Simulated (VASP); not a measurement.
# La2O3 (P-62m) in VASP: further runs, part 2 of 2

VASP 6.6.1. The steps go on from the part before.

## 3. Single point, PBEsol (21.10 Å³/atom)

The input, INCAR:

```
SYSTEM = La2O3
ALGO = Normal
EDIFF = 1E-6
ENCUT = 520
GGA = PS
ISIF = 2
ISMEAR = -1
LASPH = .True.
LCHARG = .False.
LREAL = .False.
LWAVE = .False.
NBANDS = 28
NELM = 80
PREC = Accurate
SIGMA = 0.05
```

The input, KPOINTS:

```
k-points
0
Gamma
  5 5 8
  0 0 0
```

The input, POSCAR:

```
La2O3
1.0
    6.1388509059      0.0000000000      0.0000000000
   -3.0694254530      5.3164008346      0.0000000000
    0.0000000000      0.0000000000      3.2324049356
La O
2 3
Direct
    0.6666666667      0.3333333333      0.5000000000
    0.3333333333      0.6666666667      0.5000000000
    0.5080139900      0.0000000000      0.0000000000
    0.0000000000      0.5080139900      0.0000000000
    0.4919860100      0.4919860100      0.0000000000
```

Potentials or basis: VASP PAW PBE potentials, release 64 (La, O).

Started as:

```sh
$ cat potpaw_PBE.64/La/POTCAR potpaw_PBE.64/O/POTCAR > POTCAR
$ mpirun -np 1 vasp_std > vasp.out
```

OUTCAR:

```text
SYSTEM = La2O3
   EDIFF = 1E-6
   ENCUT = 520
   GGA = PS
   ISIF = 2
   ISMEAR = -1
   LASPH = .True.
   LREAL = .False.
   NELM = 80
   PREC = Accurate

 ion  position               nearest neighbor table
   1  0.667  0.333  0.500-   4 2.40   4 2.40   3 2.40   3 2.40   5 2.40   5 2.40   2 3.54   2 3.54
                             2 3.54
   2  0.333  0.667  0.500-   4 2.40   4 2.40   3 2.40   3 2.40   5 2.40   5 2.40   1 3.54   1 3.54
                             1 3.54
   3  0.508  0.000  0.000-   1 2.40   1 2.40   2 2.40   2 2.40
   4  0.000  0.508  0.000-   2 2.40   2 2.40   1 2.40   1 2.40
   5  0.492  0.492  0.000-   1 2.40   1 2.40   2 2.40   2 2.40

  LATTYP: Found a hexagonal cell.
 ALAT       =     6.1388509059
 C/A-ratio  =     0.5265488583

  Lattice vectors:

 A1 = (   6.1388509059,   0.0000000000,   0.0000000000)
 A2 = (  -3.0694254530,   5.3164008346,   0.0000000000)
 A3 = (   0.0000000000,   0.0000000000,   3.2324049356)

Analysis of symmetry for initial positions (statically):
=====================================================================
 Subroutine PRICEL returns:
 Original cell was already a primitive cell.

 Routine SETGRP: Setting up the symmetry group for a
 hexagonal supercell.

 Subroutine GETGRP returns: Found 12 space group operations
 (whereof 12 operations were pure point group operations)
 out of a pool of 24 trial point group operations.

The static configuration has the point symmetry D_3h.

Analysis of symmetry for dynamics (positions and initial velocities):
=====================================================================
 Subroutine PRICEL returns:
 Original cell was already a primitive cell.

 Routine SETGRP: Setting up the symmetry group for a
 hexagonal supercell.

 Subroutine GETGRP returns: Found 12 space group operations
[... 125 lines left out ...]
   IALGO  =     38    algorithm
   IMIX   =      4    mixing-type and parameters
     AMIX     =   0.40;   BMIX     =  1.00
     AMIX_MAG =   1.60;   BMIX_MAG =  1.00
  volume/ion in A,a.u.               =      21.10       142.38
  Fermi-wavevector in a.u.,A,eV,Ry     =   1.184908  2.239151 19.102675  1.404007
  Thomas-Fermi vector in A             =   2.321113
   LORBIT       =      0    0 simple, 1 ext, 2 COOP (PROOUT), +10 PAW based schemes
   GGA     = PS    functional components
   LHFCALC =     F    Hartree Fock is set to
   AEXX    =    0.0000 exact exchange contribution
   IVDW    =     0    specifies the selected vdW correction
   LEPSILON=     F    determine dielectric tensor
   LRPA    =     F    only Hartree local field effects (RPA)
 non-spin polarized calculation
  energy-cutoff  :      520.00
  volume of cell :      105.49
 maximum number of plane-waves:      2880
 NGX is ok and might be reduce to    48
   NGX = 23   NGY = 23   NGZ = 13

 number of electron      39.9999992 magnetization

 Free energy of the ion-electron system (eV)
  ---------------------------------------------------
  ext. energy  EPLUGINS =         0.00000000
  ---------------------------------------------------
  free energy    TOTEN  =       -42.35246917 eV

  energy without entropy =      -42.35246898  energy(sigma->0) =      -42.35246907

 E-fermi :   4.5954     XC(G=0):  -8.7364

 val. band max:        4.0404309638   @ k =   0.0000   0.0000   0.5000
 cond. band min:       5.1496834261   @ k =   0.0000   0.0000   0.0000
 fundamental gap:      1.1092524624
 Fermi energy:         4.5953821953

 k-point     1 :       0.0000    0.0000    0.0000
  band No.  band energies     occupation
      1     -26.5665      2.00000
      2     -26.2639      2.00000
      3     -13.9852      2.00000
      4     -13.9852      2.00000
      5     -12.0925      2.00000
      6     -10.0849      2.00000
[... 733 lines left out ...]
     27       8.7740      0.00000
     28       8.8629      0.00000

 [... further k-points ...]

------------------------ aborting loop because EDIFF is reached ----------------------------------------

  FORCE on cell =-STRESS in cart. coord.  units (eV):
  Direction    XX          YY          ZZ          XY          YZ          ZX
  --------------------------------------------------------------------------------------
  -------------------------------------------------------------------------------------
  Total        3.7535048      3.7535048      3.5259976     -0.0000000     -0.0000000      0.0000000
  in kB       57.0055303     57.0055303     53.5503155     -0.0000000     -0.0000000      0.0000000
  external PRESSURE =      55.8537921 kB  Pullay stress =       0.0000000 kB

 VOLUME and BASIS-vectors are now :
 -----------------------------------------------------------------------------
  energy-cutoff  :      520.00
  volume of cell :      105.49
      direct lattice vectors                 reciprocal lattice vectors
     6.138850906  0.000000000  0.000000000     0.162896935  0.094048590  0.000000000
    -3.069425453  5.316400835  0.000000000     0.000000000  0.188097179  0.000000000
     0.000000000  0.000000000  3.232404936     0.000000000  0.000000000  0.309367180

 POSITION                                       TOTAL-FORCE (eV/Angst)
 -----------------------------------------------------------------------------------
      3.06943      1.77213      1.61620         0.000000      0.000000      0.000000
     -0.00000      3.54427      1.61620         0.000000      0.000000      0.000000
      3.11862      0.00000      0.00000        -0.028210      0.000000      0.000000
     -1.55931      2.70081      0.00000         0.014105     -0.024430     -0.000000
      1.51011      2.61559      0.00000         0.014105      0.024430      0.000000
 -----------------------------------------------------------------------------------
    total drift:                                0.000000      0.000001     -0.000000

  FREE ENERGIE OF THE ION-ELECTRON SYSTEM (eV)
  ---------------------------------------------------
  free  energy   TOTEN  =       -42.3524691658 eV

  energy  without entropy=      -42.3524689765  energy(sigma->0) =      -42.35246907
```

It took 54 s on 1 thread of Intel Xeon 6975P-C (Granite Rapids), shared host; peak memory 0.27 GiB.

What came out:

```
Free energy            : -42.3525 eV
Pressure               : 5.6 GPa
Largest force          : 0.028 eV/Å
Band gap on the k mesh : 1.11 eV (least direct gap 1.82 eV)
```

Forces on the atoms (eV/Å):
```
La   0.000  0.000  0.000
La   0.000  0.000  0.000
O   -0.028  0.000  0.000
O    0.014 -0.024  0.000
O    0.014  0.024  0.000
```

Stress tensor (GPa, compression positive):
```
5.70 0.00 0.00
0.00 5.70 0.00
0.00 0.00 5.36
```

Levels at points of the mesh, in eV from the valence-band top:
```tsv
k point	band 18	band 19	band 20	band 21	band 22	band 23
(0.00, 0.00, 0.00)	-1.30	-1.12	-0.71	1.11	3.30	3.91
(0.00, 0.00, 0.50)	-1.63	-0.69	0.00	4.26	4.26	4.27
```

Caveat: the cell stands under pressure; the PAW data sets were made with another functional, which shifts forces and pressure a little; spin-orbit coupling is left out, which moves the levels of the heavy elements; an odd mesh through Γ misses points on the zone boundary, where band edges can lie.

## 4. Single point, LDA (21.55 Å³/atom)

This run uses another cell than the first one, of 21.55 Å³/atom.

The input, INCAR:

```
SYSTEM = La2O3
  ALGO = Normal
  EDIFF = 1E-7
  ENCUT = 520
  GGA = CA
  ISIF = 2
  ISMEAR = -1
  LASPH = .TRUE.
  LCHARG = .FALSE.
  LREAL = .FALSE.
  LWAVE = .FALSE.
  NBANDS = 28
  NELM = 100
  PREC = Accurate
  SIGMA = 0.05
```

The input, KPOINTS:

```
k-points
0
G
  5 5 8
  0 0 0
```

Changes to POSCAR since step 3:

```diff
@@ -2,5 +2,5 @@
 1.0
-    6.1388509059      0.0000000000      0.0000000000
-   -3.0694254530      5.3164008346      0.0000000000
-    0.0000000000      0.0000000000      3.2324049356
+    6.1820836747      0.0000000000      0.0000000000
+   -3.0910418374      5.3538415106      0.0000000000
+    0.0000000000      0.0000000000      3.2551691007
 La O
```

Potentials or basis: VASP PAW LDA potentials, release 64 (La, O).

Started as:

```sh
$ cat potpaw_LDA.64/La/POTCAR potpaw_LDA.64/O/POTCAR > POTCAR
$ mpirun -np 1 vasp_std > vasp.out
```

Wall time 48 s (1 thread of Intel Xeon 6975P-C (Granite Rapids), shared host); peak memory 0.23 GiB.

The run converged. Its results:

```
Free energy            : -44.4254 eV
Pressure               : 0.9 GPa
Largest force          : 0.052 eV/Å
Band gap on the k mesh : 1.15 eV (least direct gap 1.80 eV)
```

Forces in eV/Å, atoms in the order of the input:
```
La   0.000  0.000  0.000
La   0.000  0.000  0.000
O   -0.052  0.000  0.000
O    0.026 -0.045  0.000
O    0.026  0.045  0.000
```

Stress tensor (GPa, compression positive):
```
 1.74  0.00  0.00
 0.00  1.74  0.00
 0.00  0.00 -0.75
```

Levels at points of the mesh, in eV from the valence-band top:
| k point | band 17 | band 18 | band 19 | band 20 | band 21 | band 22 | band 23 | band 24 |
| --- | --- | --- | --- | --- | --- | --- | --- | --- |
| (0.00, 0.00, 0.00) | -1.21 | -1.21 | -0.99 | -0.65 | 1.15 | 3.19 | 3.81 | 3.81 |
| (0.00, 0.00, 0.50) | -1.49 | -1.49 | -0.57 | 0.00 | 4.07 | 4.16 | 4.20 | 4.20 |

Caveat: spin-orbit coupling is left out, which moves the levels of the heavy elements; an odd mesh through Γ misses points on the zone boundary, where band edges can lie.

## 5. Single point, PBEsol (21.55 Å³/atom)

This run uses another cell than the first one, of 21.55 Å³/atom.

The input, INCAR:

```
SYSTEM = La2O3
  ALGO = Normal
  EDIFF = 1E-7
  ENCUT = 520
  GGA = PS
  ISIF = 2
  ISMEAR = -1
  LASPH = .TRUE.
  LCHARG = .TRUE.
  LELF = .TRUE.
  LREAL = .FALSE.
  LVHAR = .TRUE.
  LWAVE = .FALSE.
  NBANDS = 28
  NELM = 80
  PREC = Accurate
  SIGMA = 0.05
```

KPOINTS is that of step 4.

POSCAR is that of step 4.

Potentials or basis: VASP PAW PBE potentials, release 64 (La, O).

Started as:

```sh
$ cat potpaw_PBE.64/La/POTCAR potpaw_PBE.64/O/POTCAR > POTCAR
$ mpirun -np 1 vasp_std > vasp.out
```

It took 65 s on 1 thread of Intel Xeon 6975P-C (Granite Rapids), shared host; peak memory 0.26 GiB.

The run converged. Its results:

```
Free energy            : -42.4145 eV
Pressure               : 3.1 GPa
Largest force          : 0.041 eV/Å
Band gap on the k mesh : 1.24 eV (least direct gap 1.88 eV)
```

Forces on the atoms (eV/Å):
```
La   0.000  0.000  0.000
La   0.000  0.000  0.000
O   -0.041  0.000  0.000
O    0.020 -0.035  0.000
O    0.020  0.035  0.000
```

Stress tensor (GPa, compression positive):
```
3.62 0.00 0.00
0.00 3.62 0.00
0.00 0.00 1.98
```

Levels at points of the mesh, in eV from the valence-band top:
```tsv
k point	band 18	band 19	band 20	band 21	band 22	band 23
(0.00, 0.00, 0.00)	-1.20	-0.98	-0.64	1.24	3.38	3.95
(0.00, 0.00, 0.50)	-1.48	-0.56	0.00	4.30	4.31	4.31
```

Caveat: the cell stands under pressure; the PAW data sets were made with another functional, which shifts forces and pressure a little; spin-orbit coupling is left out, which moves the levels of the heavy elements; an odd mesh through Γ misses points on the zone boundary, where band edges can lie.

## 6. Single point, LDA (22.00 Å³/atom)

This run uses another cell than the first one, of 22.00 Å³/atom.

The input, INCAR:

```
PREC = Accurate
ENCUT = 520
EDIFF = 1E-6
ISMEAR = -1
SIGMA = 0.05
LREAL = F
LASPH = T
NELM = 100
ALGO = Normal
ISIF = 2
LWAVE = F
LCHARG = F
NBANDS = 28
```

The input, KPOINTS:

```
Automatic mesh
0
Gamma
  5 5 8
```

Changes to POSCAR since step 5:

```diff
@@ -2,5 +2,5 @@
 1.0
-    6.1820836747      0.0000000000      0.0000000000
-   -3.0910418374      5.3538415106      0.0000000000
-    0.0000000000      0.0000000000      3.2551691007
+    6.2247200819      0.0000000000      0.0000000000
+   -3.1123600409      5.3907657224      0.0000000000
+    0.0000000000      0.0000000000      3.2776192522
 La O
```

Potentials or basis: VASP PAW LDA potentials, release 64 (La, O).

Started as:

```sh
$ cat potpaw_LDA.64/La/POTCAR potpaw_LDA.64/O/POTCAR > POTCAR
$ mpirun -np 1 vasp_std > vasp.out
```

Run time: 42 s. Hardware: 1 thread of Intel Xeon 6975P-C (Granite Rapids), shared host; peak memory 0.23 GiB.

Results (log left out):

```yaml
Free_energy: -44.4238 eV
Pressure: -1.3 GPa
Largest_force: 0.063 eV/Å
Band_gap_on_the_k_mesh: 1.27 eV (least direct gap 1.86 eV)
```

Forces in eV/Å, atoms in the order of the input:
```
La   0.000  0.000  0.000
La   0.000  0.000  0.000
O   -0.063  0.000  0.000
O    0.032 -0.055  0.000
O    0.032  0.055  0.000
```

Stress tensor (GPa, compression positive):
```
-0.08  0.00  0.00
 0.00 -0.08  0.00
 0.00  0.00 -3.71
```

Levels at points of the mesh, in eV from the valence-band top:
```csv
k point,band 16,band 17,band 18,band 19,band 20,band 21,band 22,band 23,band 24,band 25
"(0.00, 0.00, 0.00)",-2.13,-1.12,-1.12,-0.86,-0.58,1.27,3.26,3.83,3.83,4.65
"(0.00, 0.00, 0.50)",-1.57,-1.35,-1.35,-0.45,0.00,4.09,4.16,4.22,4.23,4.23
```

Caveat: spin-orbit coupling is left out, which moves the levels of the heavy elements; an odd mesh through Γ misses points on the zone boundary, where band edges can lie.

## 7. Summary

| level | potentials or basis | cell | gap on the mesh (eV) | pressure (GPa) | largest force (eV/Å) |
| --- | --- | --- | --- | --- | --- |
| LDA | VASP PAW LDA potentials, release 64 (La, O) | a = 6.139, b = 6.139, c = 3.232 Å, angles 90.0, 90.0, 120.0°, 5 atoms | 1.02 | 3.4 | 0.04 |
| PBEsol | VASP PAW PBE potentials, release 64 (La, O) | a = 6.139, b = 6.139, c = 3.232 Å, angles 90.0, 90.0, 120.0°, 5 atoms | 1.11 | 5.6 | 0.03 |
| LDA | VASP PAW LDA potentials, release 64 (La, O) | a = 6.182, b = 6.182, c = 3.255 Å, angles 90.0, 90.0, 120.0°, 5 atoms | 1.15 | 0.9 | 0.05 |
| PBEsol | VASP PAW PBE potentials, release 64 (La, O) | a = 6.182, b = 6.182, c = 3.255 Å, angles 90.0, 90.0, 120.0°, 5 atoms | 1.24 | 3.1 | 0.04 |
| LDA | VASP PAW LDA potentials, release 64 (La, O) | a = 6.225, b = 6.225, c = 3.278 Å, angles 90.0, 90.0, 120.0°, 5 atoms | 1.27 | -1.3 | 0.06 |

Alike in all rows: task single point; no spin polarisation; k mesh 5 × 5 × 8; cutoff (eV) 520; smearing fermi-dirac 0.05 eV.

Caveats: spin-orbit coupling is left out, which moves the levels of the heavy elements; an odd mesh through Γ misses points on the zone boundary, where band edges can lie; the cell stands under pressure (at least some runs); the PAW data sets were made with another functional, which shifts forces and pressure a little (at least some runs).

Absolute energies hang on the potentials; compare differences alone.
